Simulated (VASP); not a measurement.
# Ti20Si in VASP: further runs

The runs below take Ti20Si through single point, with PBE+D3(BJ).

All numbers are computed with VASP 6.6.1; they aren't measurements. Logs are shortened: lines on timing, memory, paths and dates and some standing lists are left out, and cuts for length are marked.

### 1 The cell of the first run

The cell holds a slab with vacuum, 21 atoms: a = 5.772 Å, b = 5.772 Å, c = 26.514 Å, α = 90.00°, β = 90.00°, γ = 120.00°.

### 2 Single point, PBE+D3(BJ)

The input, INCAR:

```
ALGO     = Normal         # electronic algorithm
DIPOL    = 0.5 0.5 0.337
EDIFF    = 1E-6           # SCF threshold, eV
ENCUT    = 520            # plane-wave cutoff, eV
GGA      = PE             # functional
IDIPOL   = 3            
ISIF     = 2              # what is computed and relaxed
ISMEAR   = 0              # smearing method
IVDW     = 12             # dispersion correction
LASPH    = True           # aspherical terms in the spheres
LCHARG   = False          # write CHGCAR
LDIPOL   = True         
LREAL    = Auto         
LWAVE    = False          # write WAVECAR
NBANDS   = 138            # bands
NELM     = 60             # most SCF steps
PREC     = Accurate       # precision mode
SIGMA    = 0.1            # smearing width, eV
```

The input, KPOINTS:

```
k-points
0
Gamma
  6 6 1
```

The input, POSCAR:

```
Ti20Si
1.0
    5.7723543927      0.0000000000      0.0000000000
   -2.8861771964      4.9990055437      0.0000000000
    0.0000000000      0.0000000000     26.5136816007
Ti Si
20 1
Direct
    0.3333333333      0.1666666667      0.1508655064
    0.3333333333      0.6666666667      0.1508655064
    0.8333333333      0.1666666667      0.1508655064
    0.8333333333      0.6666666667      0.1508655064
    0.1666666667      0.3333333333      0.2371222810
    0.1666666667      0.8333333333      0.2371222810
    0.6666666667      0.3333333333      0.2371222810
    0.6666666667      0.8333333333      0.2371222810
    0.3333333333      0.1666666667      0.3246428138
    0.3333333333      0.6666666667      0.3246428138
    0.8333333333      0.1666666667      0.3246428138
    0.8333333333      0.6666666667      0.3246428138
    0.1666666667      0.3333333333      0.4130984878
    0.1666666667      0.8333333333      0.4130984878
    0.6666666667      0.3333333333      0.4130984878
    0.6666666667      0.8333333333      0.4130984878
    0.3333333333      0.1666666667      0.4946005537
    0.3333333333      0.6666666667      0.4946005537
    0.8333333333      0.1666666667      0.4946005537
    0.8333333333      0.6666666667      0.4946005537
    0.3333333333      0.1666666667      0.5888914952
```

Potentials or basis: VASP PAW PBE potentials, release 64 (Ti_sv, Si).

Launch:

```sh
> cat potpaw_PBE.64/Ti_sv/POTCAR potpaw_PBE.64/Si/POTCAR > POTCAR
> mpirun -np 1 vasp_std > vasp.out
```

OUTCAR:

```text
EDIFF = 1E-6
   ENCUT = 520
   GGA = PE
   ISIF = 2
   ISMEAR = 0
   IVDW = 12
   LASPH = True
   LREAL = Auto
   NELM = 60
   PREC = Accurate
 IVDW          = 12

 ion  position               nearest neighbor table
   1  0.333  0.167  0.151-   5 2.83   7 2.83   6 2.83   4 2.89   4 2.89   3 2.89   3 2.89   2 2.89
                             2 2.89
   2  0.333  0.667  0.151-   6 2.83   8 2.83   5 2.83   3 2.89   3 2.89   4 2.89   4 2.89   1 2.89
                             1 2.89
   3  0.833  0.167  0.151-   7 2.83   5 2.83   8 2.83   2 2.89   2 2.89   1 2.89   1 2.89   4 2.89
                             4 2.89
   4  0.833  0.667  0.151-   8 2.83   6 2.83   7 2.83   1 2.89   1 2.89   2 2.89   2 2.89   3 2.89
                             3 2.89
   5  0.167  0.333  0.237-   1 2.83   3 2.83   2 2.83   9 2.86  11 2.86  10 2.86   8 2.89   8 2.89
                             7 2.89   7 2.89   6 2.89   6 2.89
   6  0.167  0.833  0.237-   2 2.83   4 2.83   1 2.83  10 2.86  12 2.86   9 2.86   7 2.89   7 2.89
                             8 2.89   8 2.89   5 2.89   5 2.89
   7  0.667  0.333  0.237-   3 2.83   1 2.83   4 2.83  11 2.86   9 2.86  12 2.86   6 2.89   6 2.89
                             5 2.89   5 2.89   8 2.89   8 2.89
   8  0.667  0.833  0.237-   4 2.83   2 2.83   3 2.83  12 2.86  10 2.86  11 2.86   5 2.89   5 2.89
                             6 2.89   6 2.89   7 2.89   7 2.89
   9  0.333  0.167  0.325-   5 2.86   7 2.86   6 2.86  13 2.88  15 2.88  14 2.88  12 2.89  12 2.89
[... 8 lines left out ...]
                            15 2.89  15 2.89  14 2.89  14 2.89
  14  0.167  0.833  0.413-  18 2.73  20 2.73  17 2.73  10 2.88  12 2.88   9 2.88  15 2.89  15 2.89
                            16 2.89  16 2.89  13 2.89  13 2.89
  15  0.667  0.333  0.413-  19 2.73  17 2.73  20 2.73  11 2.88   9 2.88  12 2.88  14 2.89  14 2.89
                            13 2.89  13 2.89  16 2.89  16 2.89
  16  0.667  0.833  0.413-  20 2.73  18 2.73  19 2.73  12 2.88  10 2.88  11 2.88  13 2.89  13 2.89
                            14 2.89  14 2.89  15 2.89  15 2.89
  17  0.333  0.167  0.495-  21 2.50  13 2.73  15 2.73  14 2.73  20 2.89  20 2.89  19 2.89  19 2.89
                            18 2.89  18 2.89
  18  0.333  0.667  0.495-  14 2.73  16 2.73  13 2.73  19 2.89  19 2.89  20 2.89  20 2.89  17 2.89
                            17 2.89
  19  0.833  0.167  0.495-  15 2.73  13 2.73  16 2.73  18 2.89  18 2.89  17 2.89  17 2.89  20 2.89
                            20 2.89
  20  0.833  0.667  0.495-  16 2.73  14 2.73  15 2.73  17 2.89  17 2.89  18 2.89  18 2.89  19 2.89
                            19 2.89
  21  0.333  0.167  0.589-  17 2.50

  LATTYP: Found a hexagonal cell.
 ALAT       =     5.7723543927
 C/A-ratio  =     4.5932179137

  Lattice vectors:

 A1 = (   5.7723543927,   0.0000000000,   0.0000000000)
 A2 = (  -2.8861771964,   4.9990055437,   0.0000000000)
 A3 = (   0.0000000000,   0.0000000000,  26.5136816007)

Analysis of symmetry for initial positions (statically):
=====================================================================
 Subroutine PRICEL returns:
 Original cell was already a primitive cell.

 Routine SETGRP: Setting up the symmetry group for a
 hexagonal supercell.

 Subroutine GETGRP returns: Found  6 space group operations
 (whereof  2 operations were pure point group operations)
 out of a pool of 24 trial point group operations.

The static configuration has the point symmetry C_1h.
 The point group associated with its full space group is C_3v.

Analysis of symmetry for dynamics (positions and initial velocities):
=====================================================================
 Subroutine PRICEL returns:
 Original cell was already a primitive cell.

 Routine SETGRP: Setting up the symmetry group for a
 hexagonal supercell.

 Subroutine GETGRP returns: Found  6 space group operations
 (whereof  2 operations were pure point group operations)
 out of a pool of 24 trial point group operations.

The dynamic configuration has the point symmetry C_1h.
 The point group associated with its full space group is C_3v.

 Subroutine INISYM returns: Found  6 space group operations
 (whereof  2 operations are pure point group operations),
 and found     1 'primitive' translations

----------------------------------------------------------------------------------------

                                     Primitive cell

  volume of cell :     765.0796

  direct lattice vectors                    reciprocal lattice vectors
     5.772354393  0.000000000  0.000000000     0.173239537  0.100019893  0.000000000
    -2.886177196  4.999005544  0.000000000     0.000000000  0.200039786  0.000000000
     0.000000000  0.000000000 26.513681601     0.000000000  0.000000000  0.037716377

  length of vectors
     5.772354393  5.772354393 26.513681601     0.200039786  0.200039786  0.037716377

  position of ions in fractional coordinates (direct lattice)
     0.333333333  0.166666667  0.150865506
[... 69 lines left out ...]
 Found      7 irreducible k-points:

 Following reciprocal coordinates:
            Coordinates               Weight
  0.000000  0.000000  0.000000      1.000000
  0.166667  0.000000  0.000000      6.000000
  0.333333 -0.000000  0.000000      6.000000
  0.500000  0.000000  0.000000      3.000000
  0.166667  0.166667  0.000000      6.000000
  0.333333  0.166667  0.000000     12.000000
  0.333333  0.333333  0.000000      2.000000
   k-points           NKPTS =      7   k-points in BZ     NKDIM =      7   number of bands    NBANDS=    138
   number of dos      NEDOS =    301   number of ions     NIONS =     21
   total plane-waves  NPLWV = 460800
   dimension x,y,z NGX =    48 NGY =   48 NGZ =  200
   dimension x,y,z NGXF=    96 NGYF=   96 NGZF=  400
   ions per type =              20   1
   NGX,Y,Z   is equivalent  to a cutoff of  13.82, 13.82, 12.54 a.u.
   NGXF,Y,Z  is equivalent  to a cutoff of  27.65, 27.65, 25.08 a.u.
 SYSTEM =  unknown system
   PREC   = accura    normal or accurate (medium, high low for compatibility)
   ISTART =      0    job   : 0-new  1-cont  2-samecut
   ICHARG =      2    charge: 1-file 2-atom 10-const
   ISPIN  =      1    spin polarized calculation?
   LNONCOLLINEAR =      F non collinear calculations
   LSORBIT =      F    spin-orbit coupling
   LASPH  =      T    aspherical Exc in radial PAW
   ENCUT  =  520.0 eV  38.22 Ry    6.18 a.u.  10.73 10.73 49.30*2*pi/ulx,y,z
   NELM   =     60;   NELMIN=  2; NELMDL= -5     # of ELM steps
   EDIFF  = 0.1E-05   stopping-criterion for ELM
   LREAL  =      T    real-space projection
   EDIFFG = 0.1E-04   stopping-criterion for IOM
   NSW    =      0    number of steps for IOM
   IBRION =     -1    ionic relax: 0-MD 1-quasi-New 2-CG
   NFREE  =      0    steps in history (QN), initial steepest desc. (CG)
   ISIF   =      2    stress and relaxation
   ISYM   =      2    0-nonsym 1-usesym 2-fastsym
   POTIM  = 0.5000    time-step for ionic-motion
   TEBEG  =    0.0;   TEEND  =   0.0 temperature during run
   PSTRESS=    0.0 pullay stress
   NELECT =     244.0000    total number of electrons
   NUPDOWN=      -1.0000    fix difference up-down
   EMIN   =  10.00;   EMAX   =-10.00  energy-range for DOS
   EFERMI =   0.00;   METHOD = LEGACY
   ISMEAR =     0;   SIGMA  =   0.10  broadening in eV -4-tet -1-fermi 0-gaus
   EFERMI_NEDOS =   21; number of points for ismear=-14 and -15
   IALGO  =     38    algorithm
   IMIX   =      4    mixing-type and parameters
     AMIX     =   0.40;   BMIX     =  1.00
     AMIX_MAG =   1.60;   BMIX_MAG =  1.00
  volume/ion in A,a.u.               =      36.43       245.86
  Fermi-wavevector in a.u.,A,eV,Ry     =   1.118500  2.113658 17.021456  1.251042
  Thomas-Fermi vector in A             =   2.255131
   LORBIT       =      0    0 simple, 1 ext, 2 COOP (PROOUT), +10 PAW based schemes
   GGA     = PE    functional components
   LHFCALC =     F    Hartree Fock is set to
   AEXX    =    0.0000 exact exchange contribution
   IVDW    =    12    specifies the selected vdW correction
   LEPSILON=     F    determine dielectric tensor
   LRPA    =     F    only Hartree local field effects (RPA)
 non-spin polarized calculation
 Gauss-broadening in eV      SIGMA  =   0.10
  energy-cutoff  :      520.00
  volume of cell :      765.08
 maximum number of plane-waves:     20667
 NGX is ok and might be reduce to    48
   NGX = 21   NGY = 21   NGZ = 99

 dipolmoment           0.000000      0.000000     -0.012875 electrons x Angstroem

 number of electron     243.9999977 magnetization

 dipolmoment           0.000000      0.000000      0.054907 electrons x Angstroem

 Free energy of the ion-electron system (eV)
  ---------------------------------------------------
  ext. energy  EPLUGINS =         0.00000000
  ---------------------------------------------------
  free energy    TOTEN  =      -154.05260134 eV

  energy without entropy =     -153.90250570  energy(sigma->0) =     -153.97755352

 E-fermi :   1.5406     XC(G=0):  -6.2063

 val. band max:        1.5304409283   @ k =   0.5000   0.0000   0.0000
 cond. band min:       1.5543783595   @ k =   0.3333   0.3333   0.0000
 fundamental gap:      0.0239374311
 Fermi energy:         1.5405598412

 k-point     1 :       0.0000    0.0000    0.0000
  band No.  band energies     occupation
      1     -55.3537      2.00000
      2     -55.3399      2.00000
      3     -55.2723      2.00000
      4     -55.2723      2.00000
      5     -55.2450      2.00000
      6     -55.2450      2.00000
[... 948 lines left out ...]
    133       1.8384      0.00003
    134       1.9114      0.00000
 [bands above 134 left out]

------------------------ aborting loop because EDIFF is reached ----------------------------------------

 vacuum level on the upper side and lower side of the slab       (xc-potential included)         0.003        -0.313

 Edisp (eV)  -10.45230

 E8    (eV) :    -5.0731

  FORCE on cell =-STRESS in cart. coord.  units (eV):
  Direction    XX          YY          ZZ          XY          YZ          ZX
  --------------------------------------------------------------------------------------
  -------------------------------------------------------------------------------------
  Total      -5.75800    -5.75800    -7.46798     0.00000    -0.00000     0.00000
  in kB     -12.05801   -12.05801   -15.63894     0.00000    -0.00000     0.00000
  external pressure =      -13.25 kB  Pullay stress =        0.00 kB

 VOLUME and BASIS-vectors are now :
 -----------------------------------------------------------------------------
  energy-cutoff  :      520.00
  volume of cell :      765.08
      direct lattice vectors                 reciprocal lattice vectors
     5.772354393  0.000000000  0.000000000     0.173239537  0.100019893  0.000000000
    -2.886177196  4.999005544  0.000000000     0.000000000  0.200039786  0.000000000
     0.000000000  0.000000000 26.513681601     0.000000000  0.000000000  0.037716377

 POSITION                                       TOTAL-FORCE (eV/Angst)
 -----------------------------------------------------------------------------------
      1.44309      0.83317      4.00000        -0.000000     -0.000000      0.479557
     -0.00000      3.33267      4.00000        -0.003848     -0.002222      0.488495
      4.32927      0.83317      4.00000        -0.000000      0.004443      0.488495
      2.88618      3.33267      4.00000         0.003848     -0.002222      0.488495
      0.00000      1.66634      6.28698        -0.031054      0.017929     -0.497758
     -1.44309      4.16584      6.28698         0.000000     -0.035858     -0.497758
[... 13 lines left out ...]
      2.88618      3.33267     13.11368         0.096210     -0.055547      0.821206
      1.44309      0.83317     15.61368        -0.000000     -0.000000     -1.445161
 -----------------------------------------------------------------------------------
    total drift:                               -0.000008      0.000005     -0.115962

  FREE ENERGIE OF THE ION-ELECTRON SYSTEM (eV)
  ---------------------------------------------------
  free  energy   TOTEN  =      -164.5048966594 eV

  energy  without entropy=     -164.3548010176  energy(sigma->0) =     -164.42984884

 vacuum level on the upper side and lower side of the slab         6.302         5.982
```

Run time: 38 min. Hardware: 1 thread of Intel Xeon 6975P-C (Granite Rapids), shared host; peak memory 1.1 GiB.

What came out:

```
Free energy                : -164.5049 eV
Largest force              : 1.445 eV/Å
Band gap on the k mesh     : zero (bands 122 and 123 overlap by 0.78 eV)
Dispersion energy per atom : -0.498 eV
```

Forces in eV/Å, atoms in the order of the input:
```
Ti   0.000  0.000  0.480
Ti  -0.004 -0.002  0.488
Ti   0.000  0.004  0.488
Ti   0.004 -0.002  0.488
Ti  -0.031  0.018 -0.498
Ti   0.000 -0.036 -0.498
Ti   0.031  0.018 -0.498
Ti   0.000  0.000 -0.461
Ti   0.000  0.000  0.159
Ti   0.025  0.015  0.020
Ti   0.000 -0.029  0.020
Ti  -0.025  0.015  0.020
Ti  -0.112  0.065 -0.279
Ti   0.000 -0.129 -0.279
Ti   0.112  0.065 -0.279
Ti   0.000  0.000 -0.042
Ti   0.000  0.000 -0.350
Ti  -0.096 -0.056  0.821
Ti   0.000  0.111  0.821
Ti   0.096 -0.056  0.821
Si   0.000  0.000 -1.445
```

### 3 Single point, PBE+D3(BJ)

The input, INCAR:

```
SYSTEM = Ti20Si
PREC = Accurate
ENCUT = 520
EDIFF = 1E-6
ISMEAR = 0
SIGMA = 0.1
LREAL = Auto
LASPH = .True.
NELM = 60
ALGO = Normal
ISIF = 2
LWAVE = .False.
LCHARG = .False.
LDIPOL = .True.
IDIPOL = 3
DIPOL = 0.5 0.5 0.337
GGA = PE
IVDW = 12
NBANDS = 138
```

The input, KPOINTS:

```
Automatic mesh
0
Gamma
  6 6 1
  0 0 0
```

Changes to POSCAR since step 2:

```diff
@@ -28,2 +28,2 @@
     0.8333333333      0.6666666667      0.4946005537
-    0.3333333333      0.1666666667      0.5888914952
+    0.6666666667      0.3333333333      0.5888914952
```

Potentials or basis: VASP PAW PBE potentials, release 64 (Ti_sv, Si).

Launch:

```sh
> cat potpaw_PBE.64/Ti_sv/POTCAR potpaw_PBE.64/Si/POTCAR > POTCAR
> mpirun -np 1 vasp_std > vasp.out
```

Wall time 46 min (1 thread of Intel Xeon 6975P-C (Granite Rapids), shared host); peak memory 1.1 GiB.

The run converged. Its results:

```
Free energy                : -164.5699 eV
Largest force              : 2.353 eV/Å
Band gap on the k mesh     : zero (bands 122 and 123 overlap by 0.78 eV)
Dispersion energy per atom : -0.496 eV
```

Forces in eV/Å, atoms in the order of the input:
```
Ti  -0.002 -0.001  0.477
Ti   0.000  0.000  0.471
Ti   0.002 -0.001  0.477
Ti   0.000  0.002  0.477
Ti   0.000  0.015 -0.465
Ti   0.013 -0.007 -0.465
Ti   0.000  0.000 -0.486
Ti  -0.013 -0.007 -0.465
Ti  -0.016 -0.009  0.036
Ti   0.000  0.000  0.034
Ti   0.016 -0.009  0.036
Ti   0.000  0.018  0.036
Ti   0.000  0.003 -0.204
Ti   0.003 -0.001 -0.204
Ti   0.000  0.000 -0.420
Ti  -0.003 -0.001 -0.204
Ti   0.566  0.327  0.795
Ti   0.000  0.000  0.835
Ti  -0.566  0.327  0.795
Ti   0.000 -0.653  0.795
Si   0.000  0.000 -2.353
```

Levels at points of the mesh, in eV from the Fermi level:
| k point | band 118 | band 119 | band 120 | band 121 | band 122 | band 123 | band 124 | band 125 | band 126 | band 127 |
| --- | --- | --- | --- | --- | --- | --- | --- | --- | --- | --- |
| (0.00, 0.00, 0.00) | 0.07 | 0.28 | 0.28 | 0.30 | 0.42 | 0.51 | 0.68 | 0.68 | 0.68 | 0.68 |
| (0.50, 0.00, 0.00) | -0.41 | -0.39 | -0.33 | -0.32 | -0.31 | -0.14 | -0.07 | -0.04 | 0.02 | 0.02 |
